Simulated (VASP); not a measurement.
# Ta in VASP: a series of runs

Ta is run at these levels: PBE; tasks: single point.

Program: VASP 6.6.1. These are calculated values, not measurements. Logs are shortened: lines on timing, memory, paths and dates and some standing lists are left out, and cuts for length are marked.

### 1 The cell of the first run

The cell holds a slab with vacuum, 3 atoms: a = 2.875 Å, b = 2.875 Å, c = 20.695 Å, α = 90.00°, β = 90.00°, γ = 109.47°.

### 2 Single point, PBE

INCAR

```
SYSTEM = Ta
PREC     = Accurate       ! precision mode
ENCUT    = 400            ! plane-wave cutoff, eV
EDIFF    = 1E-6           ! SCF threshold, eV
ISMEAR   = -1             ! smearing method
SIGMA    = 0.1            ! smearing width, eV
LREAL    = .FALSE.        ! projectors in reciprocal space
LASPH    = .TRUE.         ! aspherical terms in the spheres
NELM     = 120            ! most SCF steps
ALGO     = Normal         ! electronic algorithm
ISIF     = 2              ! what is computed and relaxed
LWAVE    = .FALSE.        ! write WAVECAR
LCHARG   = .FALSE.        ! write CHGCAR
LDIPOL   = .TRUE.       
IDIPOL   = 3            
DIPOL    = 0.5 0.5 0.500
GGA      = PE             ! functional
EFIELD   = -0.2         
NBANDS   = 24             ! bands
GGA_COMPAT= .FALSE.      
NELMDL   = -8
```

KPOINTS

```
regular mesh
0
G
  13 13 1
  0 0 0
```

POSCAR

```
Ta
1.0
    2.8752873597      0.0000000000      0.0000000000
   -0.9584291199      2.7108469199      0.0000000000
    0.0000000000      0.0000000000     20.6953000000
Ta
3
Direct
    0.0000000000      0.0000000000      0.3903954831
    0.5000000000      0.5000000000      0.4999999909
    0.0000000000      0.0000000000      0.6096045260
```

Potentials or basis: VASP PAW PBE potentials, release 64 (Ta_pv).

Started as:

```bash
> cat potpaw_PBE.64/Ta_pv/POTCAR > POTCAR
> mpirun -np 1 vasp_std > vasp.out
```

OUTCAR:

```text
SYSTEM = Ta
   PREC = Accurate
   ENCUT = 400
   EDIFF = 1E-6
   ISMEAR = -1
   LREAL = .FALSE.
   LASPH = .TRUE.
   NELM = 120
   ISIF = 2
   GGA = PE
   NELMDL = -8

 ion  position               nearest neighbor table
   1  0.000  0.000  0.390-   2 2.81   2 2.81   2 3.26   2 3.26
   2  0.500  0.500  0.500-   1 2.81   1 2.81   3 2.81   3 2.81   1 3.26   1 3.26   3 3.26   3 3.26

   3  0.000  0.000  0.610-   2 2.81   2 2.81   2 3.26   2 3.26

  LATTYP: Found a base centered orthorhombic cell.
 ALAT       =     3.3200958623
 B/A-ratio  =     1.4142135624
 C/A-ratio  =     6.2333441137

  Lattice vectors:

 A1 = (   2.8752873597,   0.0000000000,   0.0000000000)
 A2 = (  -0.9584291199,   2.7108469199,   0.0000000000)
 A3 = (   0.0000000000,   0.0000000000,  20.6953000000)

Analysis of symmetry for initial positions (statically):
=====================================================================
 Subroutine PRICEL returns:
 Original cell was already a primitive cell.

 Routine SETGRP: Setting up the symmetry group for a
 base centered orthorhombic supercell.

 Subroutine GETGRP returns: Found  8 space group operations
 (whereof  8 operations were pure point group operations)
 out of a pool of  8 trial point group operations.

The static configuration has the point symmetry D_2h.

Analysis of symmetry for dynamics (positions and initial velocities):
=====================================================================
 An external electric field (EFIELD) may reduce the allowed symmetry operations
 Subroutine PRICEL returns:
 Original cell was already a primitive cell.

 Routine SETGRP: Setting up the symmetry group for a
 base centered orthorhombic supercell.

 Subroutine GETGRP returns: Found  4 space group operations
 (whereof  4 operations were pure point group operations)
 out of a pool of  8 trial point group operations.

The dynamic configuration has the point symmetry C_2v.

 Subroutine INISYM returns: Found  4 space group operations
 (whereof  4 operations are pure point group operations),
 and found     1 'primitive' translations

----------------------------------------------------------------------------------------

                                     Primitive cell

  volume of cell :     161.3088

  direct lattice vectors                    reciprocal lattice vectors
     2.875287360  0.000000000  0.000000000     0.347791325  0.122962802  0.000000000
    -0.958429120  2.710846920  0.000000000     0.000000000  0.368888406  0.000000000
     0.000000000  0.000000000 20.695300000     0.000000000  0.000000000  0.048320150

  length of vectors
     2.875287360  2.875287360 20.695300000     0.368888406  0.368888406  0.048320150

  position of ions in fractional coordinates (direct lattice)
     0.000000000  0.000000000  0.390395483
     0.500000000  0.500000000  0.499999991
     0.000000000  0.000000000  0.609604526

  ion indices of the primitive-cell ions
   primitive index   ion index
                 1           1
                 2           2
                 3           3

----------------------------------------------------------------------------------------

 KPOINTS: regular mesh

Automatic generation of k-mesh.
 Grid dimensions read from file:
 generate k-points for:   13   13    1

 Generating k-lattice:

  Cartesian coordinates                     Fractional coordinates (reciprocal lattice)
     0.026753179  0.009458677  0.000000000     0.076923077  0.000000000  0.000000000
     0.000000000  0.028376031  0.000000000     0.000000000  0.076923077  0.000000000
     0.000000000  0.000000000  0.048320150     0.000000000  0.000000000  1.000000000

  Length of vectors
     0.028376031  0.028376031  0.048320150

  Shift w.r.t. Gamma in fractional coordinates (k-lattice)
     0.000000000  0.000000000  0.000000000

 Subroutine IBZKPT returns following result:
 ===========================================

 Found     49 irreducible k-points:

 Following reciprocal coordinates:
            Coordinates               Weight
  0.000000  0.000000  0.000000      1.000000
  0.076923 -0.000000  0.000000      4.000000
  0.153846 -0.000000  0.000000      4.000000
  0.230769 -0.000000  0.000000      4.000000
  0.307692 -0.000000  0.000000      4.000000
  0.384615 -0.000000  0.000000      4.000000
[... 16 lines left out ...]
  0.384615  0.153846  0.000000      4.000000
  0.461538  0.153846  0.000000      4.000000
 [... further k-points ...]
   k-points           NKPTS =     49   k-points in BZ     NKDIM =     49   number of bands    NBANDS=     24
   number of dos      NEDOS =    301   number of ions     NIONS =      3
   total plane-waves  NPLWV =  56000
   dimension x,y,z NGX =    20 NGY =   20 NGZ =  140
   dimension x,y,z NGXF=    40 NGYF=   40 NGZF=  280
   ions per type =               3
   NGX,Y,Z   is equivalent  to a cutoff of  11.56, 11.56, 11.25 a.u.
   NGXF,Y,Z  is equivalent  to a cutoff of  23.13, 23.13, 22.49 a.u.
 SYSTEM =  Ta
   PREC   = accura    normal or accurate (medium, high low for compatibility)
   ISTART =      0    job   : 0-new  1-cont  2-samecut
   ICHARG =      2    charge: 1-file 2-atom 10-const
   ISPIN  =      1    spin polarized calculation?
   LNONCOLLINEAR =      F non collinear calculations
   LSORBIT =      F    spin-orbit coupling
   LASPH  =      T    aspherical Exc in radial PAW
   ENCUT  =  400.0 eV  29.40 Ry    5.42 a.u.   4.69  4.69 33.75*2*pi/ulx,y,z
   NELM   =    120;   NELMIN=  2; NELMDL= -8     # of ELM steps
   EDIFF  = 0.1E-05   stopping-criterion for ELM
   LREAL  =      F    real-space projection
   EDIFFG = 0.1E-04   stopping-criterion for IOM
   NSW    =      0    number of steps for IOM
   IBRION =     -1    ionic relax: 0-MD 1-quasi-New 2-CG
   NFREE  =      0    steps in history (QN), initial steepest desc. (CG)
   ISIF   =      2    stress and relaxation
   ISYM   =      2    0-nonsym 1-usesym 2-fastsym
   POTIM  = 0.5000    time-step for ionic-motion
   TEBEG  =    0.0;   TEEND  =   0.0 temperature during run
   PSTRESS=    0.0 pullay stress
   NELECT =      33.0000    total number of electrons
   NUPDOWN=      -1.0000    fix difference up-down
   EMIN   =  10.00;   EMAX   =-10.00  energy-range for DOS
   EFERMI =   0.00;   METHOD = LEGACY
   ISMEAR =    -1;   SIGMA  =   0.10  broadening in eV -4-tet -1-fermi 0-gaus
   EFERMI_NEDOS =   21; number of points for ismear=-14 and -15
   IALGO  =     38    algorithm
   IMIX   =      4    mixing-type and parameters
     AMIX     =   0.40;   BMIX     =  1.00
     AMIX_MAG =   1.60;   BMIX_MAG =  1.00
  volume/ion in A,a.u.               =      53.77       362.86
  Fermi-wavevector in a.u.,A,eV,Ry     =   0.964629  1.822884 12.660336  0.930508
  Thomas-Fermi vector in A             =   2.094276
   LORBIT       =      0    0 simple, 1 ext, 2 COOP (PROOUT), +10 PAW based schemes
   GGA     = PE    functional components
   LHFCALC =     F    Hartree Fock is set to
   AEXX    =    0.0000 exact exchange contribution
   IVDW    =     0    specifies the selected vdW correction
   LEPSILON=     F    determine dielectric tensor
   LRPA    =     F    only Hartree local field effects (RPA)
 non-spin polarized calculation
  energy-cutoff  :      400.00
  volume of cell :      161.31
 maximum number of plane-waves:      2965
   NGX =  9   NGY =  9   NGZ = 67

 dipolmoment           0.000000      0.000000      0.282057 electrons x Angstroem

 number of electron      33.0000009 magnetization

 dipolmoment           0.000000      0.000000     -0.075618 electrons x Angstroem

 Free energy of the ion-electron system (eV)
  ---------------------------------------------------
  ext. energy  EPLUGINS =         0.00000000
  ---------------------------------------------------
  free energy    TOTEN  =       -33.20595518 eV

  energy without entropy =      -33.07675264  energy(sigma->0) =      -33.14135391

 E-fermi :  -1.0972     XC(G=0):  -5.2620

 val. band max:       -1.1033943434   @ k =  -0.1538   0.1538   0.0000
 cond. band min:      -1.0942142127   @ k =   0.1538  -0.0000   0.0000
 fundamental gap:      0.0091801307
 Fermi energy:        -1.0971822488

 k-point     1 :       0.0000    0.0000    0.0000
  band No.  band energies     occupation
      1     -35.6118      2.00000
      2     -35.3207      2.00000
      3     -34.8770      2.00000
      4     -34.8080      2.00000
      5     -34.6185      2.00000
      6     -34.6171      2.00000
[... 16 lines left out ...]
     23       2.2510      0.00000
     24       2.5265      0.00000

 k-point     2 :       0.0769   -0.0000    0.0000
  band No.  band energies     occupation
      1     -35.5975      2.00000
      2     -35.3243      2.00000
      3     -34.8961      2.00000
      4     -34.8534      2.00000
      5     -34.6447      2.00000
      6     -34.6433      2.00000
[... 16 lines left out ...]
     23       2.1874      0.00000
     24       2.5995      0.00000

 k-point     3 :       0.1538   -0.0000    0.0000
  band No.  band energies     occupation
      1     -35.5578      2.00000
      2     -35.3380      2.00000
      3     -34.9755      2.00000
      4     -34.9696      2.00000
      5     -34.6986      2.00000
      6     -34.6866      2.00000
[... 16 lines left out ...]
     23       2.0710      0.00000
     24       2.4245      0.00000
[... 514 lines left out ...]
 k-point    23 :       0.3846    0.1538    0.0000
  band No.  band energies     occupation
      1     -35.5430      2.00000
      2     -35.4877      2.00000
      3     -35.4252      2.00000
      4     -35.2125      2.00000
      5     -34.9882      2.00000
      6     -34.9799      2.00000
[... 16 lines left out ...]
     23       3.1839      0.00000
     24       3.6245      0.00000

 k-point    24 :       0.4615    0.1538    0.0000
  band No.  band energies     occupation
      1     -35.5887      2.00000
      2     -35.5064      2.00000
      3     -35.4862      2.00000
      4     -35.2204      2.00000
      5     -35.0121      2.00000
      6     -34.9715      2.00000
[... 16 lines left out ...]
     23       3.2492      0.00000
     24       3.8174      0.00000

 [... further k-points ...]

------------------------ aborting loop because EDIFF is reached ----------------------------------------

 vacuum level on the upper side and lower side of the slab       (xc-potential included)         1.034        -1.333

  FORCE on cell =-STRESS in cart. coord.  units (eV):
  Direction    XX          YY          ZZ          XY          YZ          ZX
  --------------------------------------------------------------------------------------
  -------------------------------------------------------------------------------------
  Total       -3.2673407     -3.2023919     -0.0574650      0.0918515      0.0000000      0.0000000
  in kB      -32.4524157    -31.8073203     -0.5707629      0.9123027      0.0000000      0.0000000
  external PRESSURE =     -21.6101663 kB  Pullay stress =       0.0000000 kB

 VOLUME and BASIS-vectors are now :
 -----------------------------------------------------------------------------
  energy-cutoff  :      400.00
  volume of cell :      161.31
      direct lattice vectors                 reciprocal lattice vectors
     2.875287360  0.000000000  0.000000000     0.347791325  0.122962802  0.000000000
    -0.958429120  2.710846920  0.000000000     0.000000000  0.368888406  0.000000000
     0.000000000  0.000000000 20.695300000     0.000000000  0.000000000  0.048320150

 POSITION                                       TOTAL-FORCE (eV/Angst)
 -----------------------------------------------------------------------------------
      0.00000      0.00000      8.07935        -0.000000      0.000000     -0.005828
      0.95843      1.35542     10.34765         0.000000      0.000000      0.017734
      0.00000      0.00000     12.61595         0.000000      0.000000     -0.011905
 -----------------------------------------------------------------------------------
    total drift:                                0.000000      0.000000     -0.000122

  FREE ENERGIE OF THE ION-ELECTRON SYSTEM (eV)
  ---------------------------------------------------
  free  energy   TOTEN  =       -33.2059551801 eV

  energy  without entropy=      -33.0767526358  energy(sigma->0) =      -33.14135391

 vacuum level on the upper side and lower side of the slab         4.789         2.421
```

Run time: 5.1 min. Hardware: 1 thread of AMD EPYC 9R45 (Zen 5), shared host; peak memory 0.24 GiB.

What came out:

```yaml
Free_energy: -33.2060 eV
Largest_force: 0.018 eV/Å
```

Forces on the atoms (eV/Å):
```
Ta   0.000  0.000 -0.006
Ta   0.000  0.000  0.018
Ta   0.000  0.000 -0.012
```

Levels at points of the mesh, in eV from the Fermi level:
| k point | band 12 | band 13 | band 14 | band 15 | band 16 | band 17 | band 18 | band 19 | band 20 | band 21 |
| --- | --- | --- | --- | --- | --- | --- | --- | --- | --- | --- |
| (0.00, 0.00, 0.00) | -4.58 | -1.56 | -0.76 | -0.43 | -0.29 | 0.27 | 0.57 | 1.01 | 1.17 | 3.16 |

Caveat: spin-orbit coupling is left out, which moves the levels of the heavy elements.

(Continued in part 2 of 2.)
